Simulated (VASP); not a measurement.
SnTe, 4 atoms in the cell. It takes space group P6_3/mmc (No. 194, hexagonal). The conventional cell has a = 4.394 Å, b = 4.394 Å, c = 7.870 Å, α = 90.00°, β = 90.00°, γ = 120.00°. Within 4.2 Å of Sn (site symmetry -3m) lie 6 Te at 3.21 Å and 2 Sn at 3.94 Å. Within 4.2 Å of Te (site symmetry -6m2) lie 6 Sn at 3.21 Å. 

```yaml
Program: VASP 6.6.1
Task: single point
Functional: PBE
Potentials_or_basis: VASP PAW PBE potentials, release 64 (Sn_d, Te)
Cutoff: 520 eV
k_mesh: 6 × 6 × 4
Occupations: fermi-dirac, width 0.02 eV
Spin: no spin polarisation
Dipole_correction: no
Further_INCAR_settings: ALGO = Normal; EDIFF = 1e-07; NBANDS = 28
```

Potentials or basis: VASP PAW PBE potentials, release 64 (Sn_d, Te).

Launch:

```console
$ cat potpaw_PBE.64/Sn_d/POTCAR potpaw_PBE.64/Te/POTCAR > POTCAR
$ mpirun -np 1 vasp_std > vasp.out
```

Hardware: 1 thread of Intel(R) Xeon(R) Platinum 8488C (Sapphire Rapids), on a shared host.

Question: Estimate the wall time of this run.

Answer: It took 75 s on 1 thread of Intel(R) Xeon(R) Platinum 8488C (Sapphire Rapids), on a shared host, peak memory 0.29 GiB. Counts: scf iterations 16, k points 21.
